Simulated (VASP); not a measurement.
# Si (I4/mmm) in VASP: single point with LDA

Aim: the single point of Si with LDA.

Program: VASP 6.6.1. These are calculated values, not measurements. Logs are shortened: lines on timing, memory, paths and dates and some standing lists are left out, and cuts for length are marked.

## (1) The cell of the first run

It takes space group I4/mmm (No. 139, tetragonal). Conventional cell: a = 6.602 Å, b = 6.602 Å, c = 3.817 Å, α = 90.00°, β = 90.00°, γ = 90.00°. Within 3.1 Å of Si (site symmetry m2m) lie 4 Si at 2.33 to 2.36 Å. Within 3.1 Å of Si (site symmetry m2m) lie 4 Si at 2.33 to 2.36 Å.

## (2) Single point, LDA

INCAR

```
  PREC = Accurate
  ENCUT = 520
  EDIFF = 1E-6
  ISMEAR = 0
  SIGMA = 0.03
  LREAL = F
  LASPH = T
  NELM = 100
  ALGO = Normal
  ISIF = 2
  LWAVE = F
  LCHARG = F
  ISYM = 0
  NBANDS = 36
```

KPOINTS

```
regular mesh
0
Gamma
  9 7 3
```

POSCAR

```
Si
1.0
    0.0000000000      0.0000000000     -3.8165079742
   -3.3010168595     -3.3010168595     -1.9082539871
   -9.9030505784      9.9030505784      1.9082539871
Si
12
Direct
    0.8455121040      0.6423091254      0.3333333333
    0.1788454373      0.6423091254      0.0000000000
    0.5121787706      0.6423091254      0.6666666667
    0.4878212294      0.3576908746      0.3333333333
    0.8211545627      0.3576908746      0.0000000000
    0.1544878960      0.3576908746      0.6666666667
    0.0596151458      0.0000000000      0.1192302915
    0.3929484791      0.0000000000      0.7858969582
    0.7262818124      0.0000000000      0.4525636249
    0.2737181876      0.0000000000      0.5474363751
    0.6070515209      0.0000000000      0.2141030418
    0.9403848542      0.0000000000      0.8807697085
```

Potentials or basis: VASP PAW LDA potentials, release 64 (Si).

Started as:

```
cat potpaw_LDA.64/Si/POTCAR > POTCAR
mpirun -np 1 vasp_std > vasp.out
```

OUTCAR:

```text
PREC = Accurate
   ENCUT = 520
   EDIFF = 1E-6
   ISMEAR = 0
   LREAL = F
   LASPH = T
   NELM = 100
   ISIF = 2
   ISYM = 0

 ion  position               nearest neighbor table
   1  0.846  0.642  0.333-   4 2.33   4 2.33  11 2.36   9 2.36
   2  0.179  0.642  0.000-   5 2.33   5 2.33   7 2.36  12 2.36
   3  0.512  0.642  0.667-   6 2.33   6 2.33   8 2.36  10 2.36
   4  0.488  0.358  0.333-   1 2.33   1 2.33  11 2.36   9 2.36
   5  0.821  0.358  0.000-   2 2.33   2 2.33  12 2.36   7 2.36
   6  0.154  0.358  0.667-   3 2.33   3 2.33   8 2.36  10 2.36
   7  0.060  0.000  0.119-  11 2.33  11 2.33   5 2.36   2 2.36
   8  0.393  0.000  0.786-  12 2.33  12 2.33   6 2.36   3 2.36
   9  0.726  0.000  0.453-  10 2.33  10 2.33   4 2.36   1 2.36
  10  0.274  0.000  0.547-   9 2.33   9 2.33   3 2.36   6 2.36
  11  0.607  0.000  0.214-   7 2.33   7 2.33   1 2.36   4 2.36
  12  0.940  0.000  0.881-   8 2.33   8 2.33   2 2.36   5 2.36

IMPORTANT INFORMATION: All symmetrisations will be switched off!
NOSYMM: (Re-)initialisation of all symmetry stuff for point group C_1.

----------------------------------------------------------------------------------------

                                     Primitive cell

  volume of cell :     249.5243

  direct lattice vectors                    reciprocal lattice vectors
     0.000000000  0.000000000 -3.816507974     0.050489493  0.100978985 -0.262019628
    -3.301016859 -3.301016859 -1.908253987    -0.151468478 -0.151468478  0.000000000
    -9.903050578  9.903050578  1.908253987    -0.050489493  0.050489493  0.000000000

  length of vectors
     3.816507974  5.043298315 14.134435072     0.285307255  0.214208776  0.071402925

  position of ions in fractional coordinates (direct lattice)
     0.845512104  0.642309125  0.333333333
     0.178845437  0.642309125  0.000000000
     0.512178771  0.642309125  0.666666667
     0.487821229  0.357690875  0.333333333
     0.821154563  0.357690875  0.000000000
     0.154487896  0.357690875  0.666666667
     0.059615146  0.000000000  0.119230292
     0.392948479  0.000000000  0.785896958
     0.726281812  0.000000000  0.452563625
     0.273718188  0.000000000  0.547436375
     0.607051521  0.000000000  0.214103042
     0.940384854  0.000000000  0.880769708

  ion indices of the primitive-cell ions
   primitive index   ion index
                 1           1
                 2           2
                 3           3
                 4           4
                 5           5
                 6           6
                 7           7
                 8           8
                 9           9
                10          10
                11          11
                12          12

----------------------------------------------------------------------------------------

 KPOINTS: regular mesh

Automatic generation of k-mesh.
 Grid dimensions read from file:
 generate k-points for:    9    7    3

 Generating k-lattice:

  Cartesian coordinates                     Fractional coordinates (reciprocal lattice)
     0.005609944  0.011219887 -0.029113292     0.111111111  0.000000000  0.000000000
    -0.021638354 -0.021638354  0.000000000     0.000000000  0.142857143  0.000000000
    -0.016829831  0.016829831  0.000000000     0.000000000  0.000000000  0.333333333

  Length of vectors
     0.031700806  0.030601254  0.023800975

  Shift w.r.t. Gamma in fractional coordinates (k-lattice)
     0.000000000  0.000000000  0.000000000

 -----------------------------------------------------------------------------
|                                                                             |
|           W    W    AA    RRRRR   N    N  II  N    N   GGGG   !!!           |
|           W    W   A  A   R    R  NN   N  II  NN   N  G    G  !!!           |
|           W    W  A    A  R    R  N N  N  II  N N  N  G       !!!           |
|           W WW W  AAAAAA  RRRRR   N  N N  II  N  N N  G  GGG   !            |
|           WW  WW  A    A  R   R   N   NN  II  N   NN  G    G                |
|           W    W  A    A  R    R  N    N  II  N    N   GGGG   !!!           |
|                                                                             |
|     Your reciprocal lattice and k-lattice belong to different lattice       |
|     classes:                                                                |
|                                                                             |
|        The reciprocal lattice is body-centered orthorhombic,                |
|        whereas your k-lattice is triclinic.                                 |
|                                                                             |
|     Results are often still useful ...                                      |
|                                                                             |
 -----------------------------------------------------------------------------

 WARNING: IBZKPT: internal override: KBLOWUP is changed to .FALSE.
      ... skipping the blow-up phase ...

 Subroutine IBZKPT returns following result:
 ===========================================

 Found     95 irreducible k-points:

 Following reciprocal coordinates:
            Coordinates               Weight
  0.000000  0.000000  0.000000      1.000000
  0.111111 -0.000000  0.000000      2.000000
  0.222222 -0.000000  0.000000      2.000000
  0.333333  0.000000 -0.000000      2.000000
  0.444444 -0.000000  0.000000      2.000000
  0.000000  0.142857  0.000000      2.000000
[... 16 lines left out ...]
 -0.111111  0.285714  0.000000      2.000000
  0.000000  0.428571  0.000000      2.000000
 [... further k-points ...]
   k-points           NKPTS =     95   k-points in BZ     NKDIM =     95   number of bands    NBANDS=     36
   number of dos      NEDOS =    301   number of ions     NIONS =     12
   total plane-waves  NPLWV = 120960
   dimension x,y,z NGX =    28 NGY =   40 NGZ =  108
   dimension x,y,z NGXF=    56 NGYF=   80 NGZF=  216
   ions per type =              12
   NGX,Y,Z   is equivalent  to a cutoff of  12.20, 13.19, 12.70 a.u.
   NGXF,Y,Z  is equivalent  to a cutoff of  24.39, 26.37, 25.41 a.u.
 SYSTEM =  unknown system
   PREC   = accura    normal or accurate (medium, high low for compatibility)
   ISTART =      0    job   : 0-new  1-cont  2-samecut
   ICHARG =      2    charge: 1-file 2-atom 10-const
   ISPIN  =      1    spin polarized calculation?
   LNONCOLLINEAR =      F non collinear calculations
   LSORBIT =      F    spin-orbit coupling
   LASPH  =      T    aspherical Exc in radial PAW
   ENCUT  =  520.0 eV  38.22 Ry    6.18 a.u.   7.10  9.38 26.28*2*pi/ulx,y,z
   NELM   =    100;   NELMIN=  2; NELMDL= -5     # of ELM steps
   EDIFF  = 0.1E-05   stopping-criterion for ELM
   LREAL  =      F    real-space projection
   EDIFFG = 0.1E-04   stopping-criterion for IOM
   NSW    =      0    number of steps for IOM
   IBRION =     -1    ionic relax: 0-MD 1-quasi-New 2-CG
   NFREE  =      0    steps in history (QN), initial steepest desc. (CG)
   ISIF   =      2    stress and relaxation
   ISYM   =      0    0-nonsym 1-usesym 2-fastsym
   POTIM  = 0.5000    time-step for ionic-motion
   TEBEG  =    0.0;   TEEND  =   0.0 temperature during run
   PSTRESS=    0.0 pullay stress
   NELECT =      48.0000    total number of electrons
   NUPDOWN=      -1.0000    fix difference up-down
   EMIN   =  10.00;   EMAX   =-10.00  energy-range for DOS
   EFERMI =   0.00;   METHOD = LEGACY
   ISMEAR =     0;   SIGMA  =   0.03  broadening in eV -4-tet -1-fermi 0-gaus
   EFERMI_NEDOS =   21; number of points for ismear=-14 and -15
   IALGO  =     38    algorithm
   IMIX   =      4    mixing-type and parameters
     AMIX     =   0.40;   BMIX     =  1.00
     AMIX_MAG =   1.60;   BMIX_MAG =  1.00
  volume/ion in A,a.u.               =      20.79       140.32
  Fermi-wavevector in a.u.,A,eV,Ry     =   0.945042  1.785870 12.151413  0.893104
  Thomas-Fermi vector in A             =   2.072905
   LORBIT       =      0    0 simple, 1 ext, 2 COOP (PROOUT), +10 PAW based schemes
   GGA     = CA    functional components
   LHFCALC =     F    Hartree Fock is set to
   AEXX    =    0.0000 exact exchange contribution
   IVDW    =     0    specifies the selected vdW correction
   LEPSILON=     F    determine dielectric tensor
   LRPA    =     F    only Hartree local field effects (RPA)
 non-spin polarized calculation
 Gauss-broadening in eV      SIGMA  =   0.03
  energy-cutoff  :      520.00
  volume of cell :      249.52
 maximum number of plane-waves:      6744
   NGX = 15   NGY = 19   NGZ = 53

 number of electron      47.9999998 magnetization

 Free energy of the ion-electron system (eV)
  ---------------------------------------------------
  ext. energy  EPLUGINS =         0.00000000
  ---------------------------------------------------
  free energy    TOTEN  =       -70.14474373 eV

  energy without entropy =      -70.14474373  energy(sigma->0) =      -70.14474373

 E-fermi :   5.6185     XC(G=0):  -9.3877

 val. band max:        5.4692927441   @ k =   0.0000   0.4286   0.3333
 cond. band min:       5.7904665286   @ k =  -0.3333  -0.1429   0.3333
 fundamental gap:      0.3211737846
 Fermi energy:         5.6184537600

 k-point     1 :       0.0000    0.0000    0.0000
  band No.  band energies     occupation
      1      -6.5918      2.00000
      2      -5.9966      2.00000
      3      -5.9966      2.00000
      4      -3.9393      2.00000
      5      -3.9393      2.00000
      6      -2.2722      2.00000
[... 28 lines left out ...]
     35       7.8534      0.00000
     36       8.6203      0.00000
[... 866 lines left out ...]
      6      -4.2730      2.00000
[... 28 lines left out ...]
     35       9.6520      0.00000
     36       9.6521      0.00000

 [... further k-points ...]

------------------------ aborting loop because EDIFF is reached ----------------------------------------

  FORCE on cell =-STRESS in cart. coord.  units (eV):
  Direction    XX          YY          ZZ          XY          YZ          ZX
  --------------------------------------------------------------------------------------
  -------------------------------------------------------------------------------------
  Total        0.1586876      0.1588149      0.0392453      0.0019107      0.0007888      0.0004861
  in kB        1.0189215      1.0197385      0.2519911      0.0122683      0.0050646      0.0031209
  external PRESSURE =       0.7635504 kB  Pullay stress =       0.0000000 kB

 VOLUME and BASIS-vectors are now :
 -----------------------------------------------------------------------------
  energy-cutoff  :      520.00
  volume of cell :      249.52
      direct lattice vectors                 reciprocal lattice vectors
     0.000000000  0.000000000 -3.816507974     0.050489493  0.100978985 -0.262019628
    -3.301016859 -3.301016859 -1.908253987    -0.151468478 -0.151468478  0.000000000
    -9.903050578  9.903050578  1.908253987    -0.050489493  0.050489493  0.000000000

 POSITION                                       TOTAL-FORCE (eV/Angst)
 -----------------------------------------------------------------------------------
     -5.42129      1.18074     -3.81651        -0.001186     -0.001190      0.000010
     -2.12027     -2.12027     -1.90825        -0.001196     -0.001194     -0.000018
     -8.72231      4.48176     -1.90825        -0.001181     -0.001184     -0.000048
     -4.48176      2.12027     -1.90825         0.001181      0.001184      0.000048
     -1.18074     -1.18074     -3.81651         0.001196      0.001194      0.000017
     -7.78278      5.42129      0.00000         0.001187      0.001190     -0.000010
     -1.18074      1.18074     -0.00000         0.001247     -0.001266     -0.000050
     -7.78278      7.78278      0.00000         0.001259     -0.001261     -0.000047
     -4.48176      4.48176     -1.90825         0.001260     -0.001245     -0.000065
     -5.42129      5.42129     -0.00000        -0.001260      0.001245      0.000065
     -2.12027      2.12027     -1.90825        -0.001259      0.001261      0.000047
     -8.72231      8.72231     -1.90825        -0.001248      0.001266      0.000050
 -----------------------------------------------------------------------------------
    total drift:                               -0.000000     -0.000001      0.000000

  FREE ENERGIE OF THE ION-ELECTRON SYSTEM (eV)
  ---------------------------------------------------
  free  energy   TOTEN  =       -70.1447437290 eV

  energy  without entropy=      -70.1447437290  energy(sigma->0) =      -70.14474373
```

Run time: 21 min. Hardware: 1 thread of Oxide Virtual Turin-like, shared host; peak memory 0.6 GiB.

What came out:

```
Free energy            : -70.1447 eV
Pressure               : 0.1 GPa
Band gap on the k mesh : 0.32 eV
```

Stress tensor (GPa, compression positive):
```
0.10 0.00 0.00
0.00 0.10 0.00
0.00 0.00 0.03
```

Levels at points of the mesh, in eV from the valence-band top:
```csv
k point,band 20,band 21,band 22,band 23,band 24,band 25,band 26,band 27,band 28,band 29
"(0.00, 0.00, 0.00)",-1.49,-1.49,-1.38,-1.38,-0.44,1.00,1.00,1.50,1.69,1.69
```

Caveat: an odd mesh through Γ misses points on the zone boundary, where band edges can lie.
